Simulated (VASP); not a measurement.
# NaH (Pm-3m) in VASP: single point with r2SCANh

Aim: the single point of NaH with r2SCANh.

Everything below comes from runs of VASP 6.6.1. Logs are shortened: lines on timing, memory, paths and dates and some standing lists are left out, and cuts for length are marked.

## (1) The cell of the first run

It takes space group Pm-3m (No. 221, cubic). Conventional cell: a = 2.955 Å, b = 2.955 Å, c = 2.955 Å, α = 90.00°, β = 90.00°, γ = 90.00°. Within 3.4 Å of Na (site symmetry m-3m) lie 8 H at 2.56 Å and 6 Na at 2.96 Å. H (site symmetry m-3m) has 8 Na at 2.56 Å and 6 H at 2.96 Å within 3.4 Å.

## (2) Single point, r2SCANh

Input file POSCAR:

```
NaH
1.0
    2.9551240000      0.0000000000      0.0000000000
    0.0000000000      2.9551240000      0.0000000000
    0.0000000000      0.0000000000      2.9551240000
Na H
1 1
Direct
    0.0000000000      0.0000000000      0.0000000000
    0.5000000000      0.5000000000      0.5000000000
```

Input file INCAR.step1:

```
SYSTEM = NaH
ALGO     = Normal         ! electronic algorithm
EDIFF    = 1E-5           ! SCF threshold, eV
ENCUT    = 930            ! plane-wave cutoff, eV
GGA      = PE             ! functional
GGA_COMPAT= .FALSE.      
ISIF     = 2              ! what is computed and relaxed
ISMEAR   = 0              ! smearing method
LASPH    = .TRUE.         ! aspherical terms in the spheres
LCHARG   = .FALSE.        ! write CHGCAR
LREAL    = .FALSE.        ! projectors in reciprocal space
LWAVE    = .TRUE.         ! write WAVECAR
NBANDS   = 12             ! bands
NELM     = 120            ! most SCF steps
PREC     = Accurate       ! precision mode
SIGMA    = 0.01           ! smearing width, eV
```

Input file INCAR.step2:

```
SYSTEM = NaH
AEXX     = 0.1            ! exact-exchange fraction
ALGO     = Normal         ! electronic algorithm
EDIFF    = 1E-6           ! SCF threshold, eV
ENCUT    = 930            ! plane-wave cutoff, eV
GGA_COMPAT= .FALSE.      
ISIF     = 2              ! what is computed and relaxed
ISMEAR   = 0              ! smearing method
ISTART   = 1            
LASPH    = .TRUE.         ! aspherical terms in the spheres
LCHARG   = .FALSE.        ! write CHGCAR
LHFCALC  = .TRUE.         ! exact exchange
LMIXTAU  = .TRUE.       
LREAL    = .FALSE.        ! projectors in reciprocal space
LWAVE    = .FALSE.        ! write WAVECAR
METAGGA  = R2SCAN         ! meta-GGA
NBANDS   = 12             ! bands
NELM     = 120            ! most SCF steps
PREC     = Accurate       ! precision mode
PRECFOCK = Normal       
SIGMA    = 0.01           ! smearing width, eV
```

Input file KPOINTS:

```
k-points
0
G
  2 2 2
  0 0 0
```

Potentials or basis: VASP PAW PBE potentials, release 64 (Na_sv, H).

Started as:

```console
$ cat potpaw_PBE.64/Na_sv/POTCAR potpaw_PBE.64/H/POTCAR > POTCAR
$ cp INCAR.step1 INCAR
$ mpirun -np 1 vasp_std > vasp.out
$ cp INCAR.step2 INCAR
$ mpirun -np 1 vasp_std > vasp.out
```

OUTCAR:

```text
SYSTEM = NaH
   AEXX = 0.1
   EDIFF = 1E-6
   ENCUT = 930
   ISIF = 2
   ISMEAR = 0
   ISTART = 1
   LASPH = .TRUE.
   LHFCALC = .TRUE.
   LREAL = .FALSE.
   METAGGA = R2SCAN
   NELM = 120
   PREC = Accurate
   PRECFOCK = Normal

 ion  position               nearest neighbor table
   1  0.000  0.000  0.000-
   2  0.500  0.500  0.500-

  LATTYP: Found a simple cubic cell.
 ALAT       =     2.9551240000

  Lattice vectors:

 A1 = (   2.9551240000,   0.0000000000,   0.0000000000)
 A2 = (   0.0000000000,   2.9551240000,   0.0000000000)
 A3 = (   0.0000000000,   0.0000000000,   2.9551240000)

Analysis of symmetry for initial positions (statically):
=====================================================================
 Subroutine PRICEL returns:
 Original cell was already a primitive cell.

 Routine SETGRP: Setting up the symmetry group for a
 simple cubic supercell.

 Subroutine GETGRP returns: Found 48 space group operations
 (whereof 48 operations were pure point group operations)
 out of a pool of 48 trial point group operations.

The static configuration has the point symmetry O_h .

Analysis of symmetry for dynamics (positions and initial velocities):
=====================================================================
 Subroutine PRICEL returns:
 Original cell was already a primitive cell.

 Routine SETGRP: Setting up the symmetry group for a
 simple cubic supercell.

 Subroutine GETGRP returns: Found 48 space group operations
 (whereof 48 operations were pure point group operations)
 out of a pool of 48 trial point group operations.

The dynamic configuration has the point symmetry O_h .

 Subroutine INISYM returns: Found 48 space group operations
 (whereof 48 operations are pure point group operations),
 and found     1 'primitive' translations

----------------------------------------------------------------------------------------

                                     Primitive cell

  volume of cell :      25.8064

  direct lattice vectors                    reciprocal lattice vectors
     2.955124000  0.000000000  0.000000000     0.338395275  0.000000000  0.000000000
     0.000000000  2.955124000  0.000000000     0.000000000  0.338395275  0.000000000
     0.000000000  0.000000000  2.955124000     0.000000000  0.000000000  0.338395275

  length of vectors
     2.955124000  2.955124000  2.955124000     0.338395275  0.338395275  0.338395275

  position of ions in fractional coordinates (direct lattice)
     0.000000000  0.000000000  0.000000000
     0.500000000  0.500000000  0.500000000

  ion indices of the primitive-cell ions
   primitive index   ion index
                 1           1
                 2           2

----------------------------------------------------------------------------------------

 KPOINTS: k-points

Automatic generation of k-mesh.
 Grid dimensions read from file:
 generate k-points for:    2    2    2

 Generating k-lattice:

  Cartesian coordinates                     Fractional coordinates (reciprocal lattice)
     0.169197638  0.000000000  0.000000000     0.500000000  0.000000000  0.000000000
     0.000000000  0.169197638  0.000000000     0.000000000  0.500000000  0.000000000
     0.000000000  0.000000000  0.169197638     0.000000000  0.000000000  0.500000000

  Length of vectors
     0.169197638  0.169197638  0.169197638

  Shift w.r.t. Gamma in fractional coordinates (k-lattice)
     0.000000000  0.000000000  0.000000000

 Subroutine IBZKPT returns following result:
 ===========================================

 Found      4 irreducible k-points:

 Following reciprocal coordinates:
            Coordinates               Weight
  0.000000  0.000000  0.000000      1.000000
  0.500000  0.000000  0.000000      3.000000
  0.500000  0.500000  0.000000      3.000000
  0.500000  0.500000  0.500000      1.000000
   k-points           NKPTS =      4   k-points in BZ     NKDIM =      8   number of bands    NBANDS=     12
   number of dos      NEDOS =    301   number of ions     NIONS =      2
   total plane-waves  NPLWV =  27000
   dimension x,y,z NGX =    30 NGY =   30 NGZ =   30
   dimension x,y,z NGXF=    60 NGYF=   60 NGZF=   60
   ions per type =               1   1
   NGX,Y,Z   is equivalent  to a cutoff of  16.88, 16.88, 16.88 a.u.
   NGXF,Y,Z  is equivalent  to a cutoff of  33.75, 33.75, 33.75 a.u.
 SYSTEM =  NaH
   PREC   = accura    normal or accurate (medium, high low for compatibility)
   ISTART =      1    job   : 0-new  1-cont  2-samecut
   ICHARG =      0    charge: 1-file 2-atom 10-const
   ISPIN  =      1    spin polarized calculation?
   LNONCOLLINEAR =      F non collinear calculations
   LSORBIT =      F    spin-orbit coupling
   LASPH  =      T    aspherical Exc in radial PAW
   ENCUT  =  930.0 eV  68.35 Ry    8.27 a.u.   7.35  7.35  7.35*2*pi/ulx,y,z
   NELM   =    120;   NELMIN=  2; NELMDL=  0     # of ELM steps
   EDIFF  = 0.1E-05   stopping-criterion for ELM
   LREAL  =      F    real-space projection
   EDIFFG = 0.1E-04   stopping-criterion for IOM
   NSW    =      0    number of steps for IOM
   IBRION =     -1    ionic relax: 0-MD 1-quasi-New 2-CG
   NFREE  =      0    steps in history (QN), initial steepest desc. (CG)
   ISIF   =      2    stress and relaxation
   ISYM   =      3    0-nonsym 1-usesym 2-fastsym
   POTIM  = 0.5000    time-step for ionic-motion
   TEBEG  =    0.0;   TEEND  =   0.0 temperature during run
   PSTRESS=    0.0 pullay stress
   NELECT =      10.0000    total number of electrons
   NUPDOWN=      -1.0000    fix difference up-down
   EMIN   =  10.00;   EMAX   =-10.00  energy-range for DOS
   EFERMI =   0.00;   METHOD = LEGACY
   ISMEAR =     0;   SIGMA  =   0.01  broadening in eV -4-tet -1-fermi 0-gaus
   EFERMI_NEDOS =   21; number of points for ismear=-14 and -15
   IALGO  =     38    algorithm
   IMIX   =      1    mixing-type and parameters
     AMIX     =   0.40;   BMIX     =  1.00
     AMIX_MAG =   1.60;   BMIX_MAG =  1.00
  volume/ion in A,a.u.               =      12.90        87.08
  Fermi-wavevector in a.u.,A,eV,Ry     =   1.193528  2.255440 19.381609  1.424508
  Thomas-Fermi vector in A             =   2.329540
   LORBIT       =      0    0 simple, 1 ext, 2 COOP (PROOUT), +10 PAW based schemes
   METAGGA = R2SCAN    functional components
   LHFCALC =     T    Hartree Fock is set to
   PRECFOCK=normal    Normal, Fast or Accurate (Low or Medium for compatibility)
   ENCUT4O =  -1.0   cutoff for four orbital integrals eV
   NKREDX  =     1    reduce k-point grid by
   NKREDY  =     1    reduce k-point grid by
   NKREDZ  =     1    reduce k-point grid by
   AEXX    =    0.1000 exact exchange contribution
   HFSCREEN=    0.0000 screening length (either q_TF or 0.3 A-1)
   HFSCREENC=   0.0000 screening length for correlation (either q_TF or 0.3 A-1)
   ENCUTFOCK=  -1.0 apply spherical cutoff to Coloumb kernel
   IVDW    =     0    specifies the selected vdW correction
   LEPSILON=     F    determine dielectric tensor
   LRPA    =     F    only Hartree local field effects (RPA)
 non-spin polarized calculation
 Gauss-broadening in eV      SIGMA  =   0.01
  energy-cutoff  :      930.00
  volume of cell :       25.81
 maximum number of plane-waves:      1654
 NGX is ok and might be reduce to    30
  NGX = 24; NGY = 24; NGZ = 24

 number of electron       9.9999995 magnetization

 Free energy of the ion-electron system (eV)
  ---------------------------------------------------
  ext. energy  EPLUGINS =         0.00000000
  ---------------------------------------------------
  free energy    TOTEN  =        -6.85657646 eV

  energy without entropy =       -6.85657646  energy(sigma->0) =       -6.85657646

 E-fermi :   1.4665     XC(G=0):  -7.4980

 val. band max:        1.4074746681   @ k =   0.5000   0.5000   0.5000
 cond. band min:       3.4131642309   @ k =   0.5000   0.0000   0.0000
 fundamental gap:      2.0056895628
 Fermi energy:         1.4665458965

 k-point     1 :       0.0000    0.0000    0.0000
  band No.  band energies     occupation
      1     -55.6716      2.00000
      2     -25.5212      2.00000
      3     -25.5212      2.00000
      4     -25.5212      2.00000
      5      -4.7876      2.00000
      6      11.7548      0.00000
      7      13.6524      0.00000
      8      13.6524      0.00000
      9      15.1746      0.00000
     10      15.1746      0.00000
     11      15.1746      0.00000
     12      29.0821      0.00000

 k-point     2 :       0.5000    0.0000    0.0000
  band No.  band energies     occupation
      1     -55.6595      2.00000
      2     -25.6821      2.00000
      3     -25.5071      2.00000
      4     -25.5071      2.00000
      5      -2.2317      2.00000
      6       3.4132      0.00000
      7      13.9450      0.00000
      8      16.9013      0.00000
      9      17.2418      0.00000
     10      17.2418      0.00000
     11      19.5029      0.00000
     12      20.9407      0.00000

 k-point     3 :       0.5000    0.5000    0.0000
  band No.  band energies     occupation
      1     -55.6479      2.00000
      2     -25.6542      2.00000
      3     -25.6542      2.00000
      4     -25.4939      2.00000
      5      -0.4549      2.00000
      6       6.6711      0.00000
      7       6.6711      0.00000
      8       9.5268      0.00000
      9      17.9236      0.00000
     10      21.6537      0.00000
     11      21.6537      0.00000
     12      21.7507      0.00000

 k-point     4 :       0.5000    0.5000    0.5000
  band No.  band energies     occupation
      1     -55.6366      2.00000
      2     -25.6325      2.00000
      3     -25.6325      2.00000
      4     -25.6325      2.00000
      5       1.4075      2.00000
      6       9.3715      0.00000
      7       9.3715      0.00000
      8       9.3715      0.00000
      9      11.8036      0.00000
     10      11.8036      0.00000
     11      11.8036      0.00000
     12      19.3931      0.00000

------------------------ aborting loop because EDIFF is reached ----------------------------------------

  FORCE on cell =-STRESS in cart. coord.  units (eV):
  Direction    XX          YY          ZZ          XY          YZ          ZX
  --------------------------------------------------------------------------------------
  -------------------------------------------------------------------------------------
  Total        0.3178128      0.3178128      0.3178128     -0.0000000     -0.0000000     -0.0000000
  in kB       19.7312589     19.7312589     19.7312589     -0.0000000     -0.0000000     -0.0000000
  external PRESSURE =      19.7312589 kB  Pullay stress =       0.0000000 kB

 VOLUME and BASIS-vectors are now :
 -----------------------------------------------------------------------------
  energy-cutoff  :      930.00
  volume of cell :       25.81
      direct lattice vectors                 reciprocal lattice vectors
     2.955124000  0.000000000  0.000000000     0.338395275  0.000000000  0.000000000
     0.000000000  2.955124000  0.000000000     0.000000000  0.338395275  0.000000000
     0.000000000  0.000000000  2.955124000     0.000000000  0.000000000  0.338395275

 POSITION                                       TOTAL-FORCE (eV/Angst)
 -----------------------------------------------------------------------------------
      0.00000      0.00000      0.00000         0.000000      0.000000      0.000000
      1.47756      1.47756      1.47756         0.000000      0.000000      0.000000
 -----------------------------------------------------------------------------------
    total drift:                                0.000000      0.000000      0.000000

  FREE ENERGIE OF THE ION-ELECTRON SYSTEM (eV)
  ---------------------------------------------------
  free  energy   TOTEN  =        -6.8565764567 eV

  energy  without entropy=       -6.8565764567  energy(sigma->0) =       -6.85657646
```

Run time: 17 s. Hardware: 1 thread of Intel Xeon Platinum 8375C at 2.90GHz (Ice Lake), shared host; peak memory 0.17 GiB.

What came out:

```
Free energy            : -6.8566 eV
Pressure               : 2.0 GPa
Band gap on the k mesh : 2.01 eV (least direct gap 5.64 eV)
```

Levels at points of the mesh, in eV from the valence-band top:
```
           k point  band 1  band 2  band 3  band 4  band 5  band 6  band 7  band 8  band 9  band 10
(0.00, 0.00, 0.00)  -57.08  -26.93  -26.93  -26.93   -6.20   10.35   12.24   12.24   13.77    13.77
(0.50, 0.00, 0.00)  -57.07  -27.09  -26.91  -26.91   -3.64    2.01   12.54   15.49   15.83    15.83
(0.50, 0.50, 0.00)  -57.06  -27.06  -27.06  -26.90   -1.86    5.26    5.26    8.12   16.52    20.25
(0.50, 0.50, 0.50)  -57.04  -27.04  -27.04  -27.04    0.00    7.96    7.96    7.96   10.40    10.40
```

Caveat: the k points lie up to 1.06 Å⁻¹ apart; the PAW data sets were made with another functional, which shifts forces and pressure a little.
